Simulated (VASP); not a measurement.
# Hf (P6_3/mmc) in VASP: single point with LDA

Aim: the single point of Hf with LDA.

Program: VASP 6.6.1. These are calculated values, not measurements. Logs are shortened: lines on timing, memory, paths and dates and some standing lists are left out, and cuts for length are marked.

**1. The cell of the first run**

The structure is hexagonal, space group P6_3/mmc (No. 194). Conventional cell: a = 3.119 Å, b = 3.119 Å, c = 4.942 Å, α = 90.00°, β = 90.00°, γ = 120.00°. Hf (site symmetry -6m2) has 12 Hf at 3.06 to 3.12 Å within 4.0 Å.

**2. Single point, LDA**

The input, INCAR:

```
PREC = Accurate
ENCUT = 520
EDIFF = 1E-7
ISMEAR = -1
SIGMA = 0.05
LREAL = False
LASPH = True
NELM = 80
ALGO = Normal
ISIF = 2
LWAVE = False
LCHARG = False
NBANDS = 28
```

The input, KPOINTS:

```
Automatic mesh
0
Gamma
  12 8 7
```

The input, POSCAR:

```
Hf
1.0
   -1.5594873201      2.7011112721      0.0000000000
    0.0000000000      0.0000000000      4.9420572749
    4.6784619602      2.7011112721      0.0000000000
Hf
4
Direct
    0.5000000000      0.2500000000      0.1666666670
    0.0000000000      0.2500000000      0.6666666670
    0.0000000000      0.7500000000      0.3333333330
    0.5000000000      0.7500000000      0.8333333330
```

Potentials or basis: VASP PAW LDA potentials, release 64 (Hf_pv).

Command:

```console
cat potpaw_LDA.64/Hf_pv/POTCAR > POTCAR
mpirun -np 1 vasp_std > vasp.out
```

OUTCAR:

```text
PREC = Accurate
   ENCUT = 520
   EDIFF = 1E-7
   ISMEAR = -1
   LREAL = False
   LASPH = True
   NELM = 80
   ISIF = 2

 ion  position               nearest neighbor table
   1  0.500  0.250  0.167-   3 3.06   3 3.06   3 3.06   3 3.06   4 3.06   4 3.06   2 3.12   2 3.12
                             2 3.12   2 3.12
   2  0.000  0.250  0.667-   4 3.06   4 3.06   4 3.06   4 3.06   3 3.06   3 3.06   1 3.12   1 3.12
                             1 3.12   1 3.12
   3  0.000  0.750  0.333-   1 3.06   1 3.06   1 3.06   1 3.06   2 3.06   2 3.06   4 3.12   4 3.12
                             4 3.12   4 3.12
   4  0.500  0.750  0.833-   2 3.06   2 3.06   2 3.06   2 3.06   1 3.06   1 3.06   3 3.12   3 3.12
                             3 3.12   3 3.12

  LATTYP: Found a simple orthorhombic cell.
 ALAT       =     3.1189746401
 B/A-ratio  =     1.5845134524
 C/A-ratio  =     1.7320508076

  Lattice vectors:

 A1 = (  -1.5594873201,   2.7011112721,   0.0000000000)
 A2 = (   0.0000000000,   0.0000000000,   4.9420572749)
 A3 = (   4.6784619602,   2.7011112721,   0.0000000000)

Analysis of symmetry for initial positions (statically):
=====================================================================
 Subroutine PRICEL returns following result:

  LATTYP: Found a hexagonal cell.
 ALAT       =     3.1189746401
 C/A-ratio  =     1.5845134524

  Lattice vectors:

 A1 = (   1.5594873200,   2.7011112721,   0.0000000000)
 A2 = (  -3.1189746402,   0.0000000000,   0.0000000000)
 A3 = (   0.0000000000,   0.0000000000,   4.9420572749)

   2 primitive cells build up your supercell.

 Routine SETGRP: Setting up the symmetry group for a
 simple orthorhombic supercell.

 Subroutine GETGRP returns: Found  8 space group operations
 (whereof  4 operations were pure point group operations)
 out of a pool of  8 trial point group operations.

The static configuration has the point symmetry C_2h.
 The point group associated with its full space group is D_2h.

Analysis of symmetry for dynamics (positions and initial velocities):
=====================================================================
 Subroutine PRICEL returns following result:

  LATTYP: Found a hexagonal cell.
 ALAT       =     3.1189746401
 C/A-ratio  =     1.5845134524

  Lattice vectors:

 A1 = (   1.5594873200,   2.7011112721,   0.0000000000)
 A2 = (  -3.1189746402,   0.0000000000,   0.0000000000)
 A3 = (   0.0000000000,   0.0000000000,   4.9420572749)

   2 primitive cells build up your supercell.

 Routine SETGRP: Setting up the symmetry group for a
 simple orthorhombic supercell.

 Subroutine GETGRP returns: Found  8 space group operations
 (whereof  4 operations were pure point group operations)
 out of a pool of  8 trial point group operations.

The dynamic configuration has the point symmetry C_2h.
 The point group associated with its full space group is D_2h.

 Subroutine INISYM returns: Found  8 space group operations
 (whereof  4 operations are pure point group operations),
 and found     2 'primitive' translations

----------------------------------------------------------------------------------------

                                     Primitive cell

  volume of cell :      41.6353

  direct lattice vectors                    reciprocal lattice vectors
     1.559487320  2.701111272  0.000000000     0.000000000  0.370217995  0.000000000
    -3.118974640  0.000000000  0.000000000    -0.320618189  0.185108998  0.000000000
     0.000000000  0.000000000  4.942057275     0.000000000  0.000000000  0.202344883

  length of vectors
     3.118974640  3.118974640  4.942057275     0.370217995  0.370217995  0.202344883

  position of ions in fractional coordinates (direct lattice)
     0.666666667  0.333333333  0.250000000
     0.333333333  0.666666667  0.750000000

  ion indices of the primitive-cell ions
   primitive index   ion index
                 1           1
                 2           4

----------------------------------------------------------------------------------------

 KPOINTS: Automatic mesh

Automatic generation of k-mesh.
 Grid dimensions read from file:
 generate k-points for:   12    8    7

 Generating k-lattice:

  Cartesian coordinates                     Fractional coordinates (reciprocal lattice)
    -0.013359091  0.023138625  0.000000000     0.083333333  0.000000000 -0.000000000
     0.000000000  0.000000000  0.025293110     0.000000000  0.125000000  0.000000000
     0.022901299  0.013222071  0.000000000     0.000000000  0.000000000  0.142857143

  Length of vectors
     0.026718182  0.025293110  0.026444143

  Shift w.r.t. Gamma in fractional coordinates (k-lattice)
     0.000000000  0.000000000  0.000000000

 Subroutine IBZKPT returns following result:
 ===========================================

 Found    140 irreducible k-points:

 Following reciprocal coordinates:
            Coordinates               Weight
  0.000000  0.000000  0.000000      1.000000
  0.083333  0.000000  0.000000      2.000000
  0.166667  0.000000  0.000000      2.000000
  0.250000  0.000000  0.000000      2.000000
  0.333333  0.000000  0.000000      2.000000
  0.416667  0.000000  0.000000      2.000000
[... 16 lines left out ...]
  0.083333  0.375000  0.000000      4.000000
  0.166667  0.375000  0.000000      4.000000
 [... further k-points ...]
   k-points           NKPTS =    140   k-points in BZ     NKDIM =    140   number of bands    NBANDS=     28
   number of dos      NEDOS =    301   number of ions     NIONS =      4
   total plane-waves  NPLWV =  38400
   dimension x,y,z NGX =    24 NGY =   40 NGZ =   40
   dimension x,y,z NGXF=    48 NGYF=   80 NGZF=   80
   ions per type =               4
   NGX,Y,Z   is equivalent  to a cutoff of  12.79, 13.46, 12.31 a.u.
   NGXF,Y,Z  is equivalent  to a cutoff of  25.58, 26.91, 24.62 a.u.
 SYSTEM =  unknown system
   PREC   = accura    normal or accurate (medium, high low for compatibility)
   ISTART =      0    job   : 0-new  1-cont  2-samecut
   ICHARG =      2    charge: 1-file 2-atom 10-const
   ISPIN  =      1    spin polarized calculation?
   LNONCOLLINEAR =      F non collinear calculations
   LSORBIT =      F    spin-orbit coupling
   LASPH  =      T    aspherical Exc in radial PAW
   ENCUT  =  520.0 eV  38.22 Ry    6.18 a.u.   5.80  9.19 10.04*2*pi/ulx,y,z
   NELM   =     80;   NELMIN=  2; NELMDL= -5     # of ELM steps
   EDIFF  = 0.1E-06   stopping-criterion for ELM
   LREAL  =      F    real-space projection
   EDIFFG = 0.1E-05   stopping-criterion for IOM
   NSW    =      0    number of steps for IOM
   IBRION =     -1    ionic relax: 0-MD 1-quasi-New 2-CG
   NFREE  =      0    steps in history (QN), initial steepest desc. (CG)
   ISIF   =      2    stress and relaxation
   ISYM   =      2    0-nonsym 1-usesym 2-fastsym
   POTIM  = 0.5000    time-step for ionic-motion
   TEBEG  =    0.0;   TEEND  =   0.0 temperature during run
   PSTRESS=    0.0 pullay stress
   NELECT =      40.0000    total number of electrons
   NUPDOWN=      -1.0000    fix difference up-down
   EMIN   =  10.00;   EMAX   =-10.00  energy-range for DOS
   EFERMI =   0.00;   METHOD = LEGACY
   ISMEAR =    -1;   SIGMA  =   0.05  broadening in eV -4-tet -1-fermi 0-gaus
   EFERMI_NEDOS =   21; number of points for ismear=-14 and -15
   IALGO  =     38    algorithm
   IMIX   =      4    mixing-type and parameters
     AMIX     =   0.40;   BMIX     =  1.00
     AMIX_MAG =   1.60;   BMIX_MAG =  1.00
  volume/ion in A,a.u.               =      20.82       140.48
  Fermi-wavevector in a.u.,A,eV,Ry     =   1.282126  2.422867 22.365907  1.643848
  Thomas-Fermi vector in A             =   2.414456
   LORBIT       =      0    0 simple, 1 ext, 2 COOP (PROOUT), +10 PAW based schemes
   GGA     = CA    functional components
   LHFCALC =     F    Hartree Fock is set to
   AEXX    =    0.0000 exact exchange contribution
   IVDW    =     0    specifies the selected vdW correction
   LEPSILON=     F    determine dielectric tensor
   LRPA    =     F    only Hartree local field effects (RPA)
 non-spin polarized calculation
  energy-cutoff  :      520.00
  volume of cell :       83.27
 maximum number of plane-waves:      2274
 NGX is ok and might be reduce to    24
   NGX = 11   NGY = 19   NGZ = 21

 number of electron      39.9999999 magnetization

 Free energy of the ion-electron system (eV)
  ---------------------------------------------------
  ext. energy  EPLUGINS =         0.00000000
  ---------------------------------------------------
  free energy    TOTEN  =       -42.79185800 eV

  energy without entropy =      -42.76565856  energy(sigma->0) =      -42.77875828

 E-fermi :   5.3169     XC(G=0): -11.8026

 val. band max:        5.3157836608   @ k =   0.0000   0.3750   0.0000
 cond. band min:       5.3225346865   @ k =   0.4167   0.5000   0.0000
 fundamental gap:      0.0067510257
 Fermi energy:         5.3169492591

 k-point     1 :       0.0000    0.0000    0.0000
  band No.  band energies     occupation
      1     -25.5986      2.00000
      2     -25.3910      2.00000
      3     -25.2001      2.00000
      4     -25.1242      2.00000
      5     -24.8704      2.00000
      6     -24.7627      2.00000
[... 20 lines left out ...]
     27       7.3243      0.00000
     28       8.0149      0.00000

 k-point     2 :       0.0833    0.0000    0.0000
  band No.  band energies     occupation
      1     -25.5812      2.00000
      2     -25.3765      2.00000
      3     -25.1865      2.00000
      4     -25.1105      2.00000
      5     -24.8980      2.00000
      6     -24.7732      2.00000
[... 20 lines left out ...]
     27       7.4834      0.00000
     28       7.7654      0.00000

 k-point     3 :       0.1667    0.0000    0.0000
  band No.  band energies     occupation
      1     -25.5306      2.00000
      2     -25.3360      2.00000
      3     -25.1486      2.00000
      4     -25.0707      2.00000
      5     -24.9698      2.00000
      6     -24.8048      2.00000
[... 616 lines left out ...]
      3     -25.2703      2.00000
      4     -24.8867      2.00000
      5     -24.8630      2.00000
      6     -24.7652      2.00000
[... 20 lines left out ...]
     27       7.5415      0.00000
     28       9.0701      0.00000

 k-point    24 :       0.1667    0.3750    0.0000
  band No.  band energies     occupation
      1     -25.4351      2.00000
      2     -25.3660      2.00000
      3     -25.2657      2.00000
      4     -24.9818      2.00000
      5     -24.9222      2.00000
      6     -24.8623      2.00000
[... 20 lines left out ...]
     27       7.6517      0.00000
     28       8.8182      0.00000

 [... further k-points ...]

------------------------ aborting loop because EDIFF is reached ----------------------------------------

  FORCE on cell =-STRESS in cart. coord.  units (eV):
  Direction    XX          YY          ZZ          XY          YZ          ZX
  --------------------------------------------------------------------------------------
  -------------------------------------------------------------------------------------
  Total        0.0539486      0.0744835      0.0935744     -0.0177837      0.0000000      0.0000000
  in kB        1.0380040      1.4331063      1.8004280     -0.3421686      0.0000000      0.0000000
  external PRESSURE =       1.4238461 kB  Pullay stress =       0.0000000 kB

 VOLUME and BASIS-vectors are now :
 -----------------------------------------------------------------------------
  energy-cutoff  :      520.00
  volume of cell :       83.27
      direct lattice vectors                 reciprocal lattice vectors
    -1.559487320  2.701111272  0.000000000    -0.160309094  0.277663496  0.000000000
     0.000000000  0.000000000  4.942057275     0.000000000  0.000000000  0.202344883
     4.678461960  2.701111272  0.000000000     0.160309094  0.092554499  0.000000000

 POSITION                                       TOTAL-FORCE (eV/Angst)
 -----------------------------------------------------------------------------------
      0.00000      1.80074      1.23551        -0.000421     -0.000243     -0.000000
      3.11897      1.80074      1.23551        -0.000421     -0.000243      0.000000
      1.55949      0.90037      3.70654         0.000421      0.000243      0.000000
      3.11897      3.60148      3.70654         0.000421      0.000243      0.000000
 -----------------------------------------------------------------------------------
    total drift:                                0.000000      0.000000     -0.000000

  FREE ENERGIE OF THE ION-ELECTRON SYSTEM (eV)
  ---------------------------------------------------
  free  energy   TOTEN  =       -42.7918579967 eV

  energy  without entropy=      -42.7656585553  energy(sigma->0) =      -42.77875828
```

It took 4.5 min on 1 thread of Oxide Virtual Turin-like, shared host; peak memory 0.31 GiB.

Results:

```yaml
Free_energy: -42.7919 eV
Pressure: 0.1 GPa
Band_gap_on_the_k_mesh: zero (bands 20 and 21 overlap by 1.26 eV)
```

Caveat: spin-orbit coupling is left out, which moves the levels of the heavy elements.
